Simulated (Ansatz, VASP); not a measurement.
# Two plane-wave programs on Au

The input POSCAR:

```
Au
1.0
    0.0000000000      2.0074966285      2.0074966285
    2.0074966285      0.0000000000      2.0074966285
    2.0074966285      2.0074966285      0.0000000000
Au
1
Direct
    0.0000000000      0.0000000000      0.0000000000
```

File INCAR.step1:

```
SYSTEM = Au
PREC     = Accurate       ! precision mode
ENCUT    = 520            ! plane-wave cutoff, eV
EDIFF    = 1E-5           ! SCF threshold, eV
ISMEAR   = -1             ! smearing method
SIGMA    = 0.05           ! smearing width, eV
LREAL    = .FALSE.        ! projectors in reciprocal space
LASPH    = .TRUE.         ! aspherical terms in the spheres
NELM     = 80             ! most SCF steps
ALGO     = Normal         ! electronic algorithm
ISIF     = 2              ! what is computed and relaxed
LWAVE    = .TRUE.         ! write WAVECAR
LCHARG   = .FALSE.        ! write CHGCAR
GGA      = PE             ! functional
NBANDS   = 12             ! bands
```

The input INCAR.step2:

```
SYSTEM = Au
PREC     = Accurate       ! precision mode
ENCUT    = 520            ! plane-wave cutoff, eV
EDIFF    = 1E-7           ! SCF threshold, eV
ISMEAR   = -1             ! smearing method
SIGMA    = 0.05           ! smearing width, eV
LREAL    = .FALSE.        ! projectors in reciprocal space
LASPH    = .TRUE.         ! aspherical terms in the spheres
NELM     = 80             ! most SCF steps
ALGO     = Normal         ! electronic algorithm
ISIF     = 2              ! what is computed and relaxed
LWAVE    = .FALSE.        ! write WAVECAR
LCHARG   = .FALSE.        ! write CHGCAR
METAGGA  = R2SCAN         ! meta-GGA
LHFCALC  = .TRUE.         ! exact exchange
AEXX     = 0.25           ! exact-exchange fraction
LMIXTAU  = .TRUE.       
PRECFOCK = Normal       
ISTART   = 1            
NBANDS   = 12             ! bands
```

Contents of KPOINTS:

```
regular mesh
0
G
  6 6 6
  0 0 0
```

File input.yaml:

```yaml
crystal:
  lattice:
    - [0.0, 2.0074966285, 2.0074966285]
    - [2.0074966285, 0.0, 2.0074966285]
    - [2.0074966285, 2.0074966285, 0.0]
  atoms:
    - { symbol: Au, position: [0.0, 0.0, 0.0] }
hamiltonian:
  xc: r2scan0
  pseudopotentials: { kind: paw }
kpoints:
  mp_grid: { grid: [6, 6, 6] }
scf:
  occupations: { method: fermi_dirac, width: 0.05 }
output:
  forces: true
  stress: true
  eigenvalues: true
```

Alike in both runs: task single point; functional r2SCAN0; k mesh 6 × 6 × 6; occupations fermi-dirac, width 0.05 eV; no spin polarisation.

```csv
,VASP,Ansatz
version,VASP 6.6.1,Ansatz 0.2.0
potentials or method,"VASP PAW PBE potentials, release 64 (Au)",Ansatz PAW
plane-wave cutoff (eV),520,500
valence electrons in the cell,11,19
```

Ansatz gave:

| Item | Value |
| --- | --- |
| gap on the k mesh at the Fermi level (eV) | none |
| pressure (GPa) | 15.6 |

Task: Estimate VASP's values.

Result: gap on the k mesh at the Fermi level (eV): none; pressure (GPa): 15.9.

VASP's potentials were made for PBE, not for r2SCAN0. A gap of «none» marks a metal or a gap that the smearing closes. VASP's potentials hold 11 valence electrons a cell and Ansatz's 19, so a difference there can come from the potentials and not from the codes.

The k mesh is coarse, so the values compare programs but aren't converged. Spin-orbit coupling is off throughout.
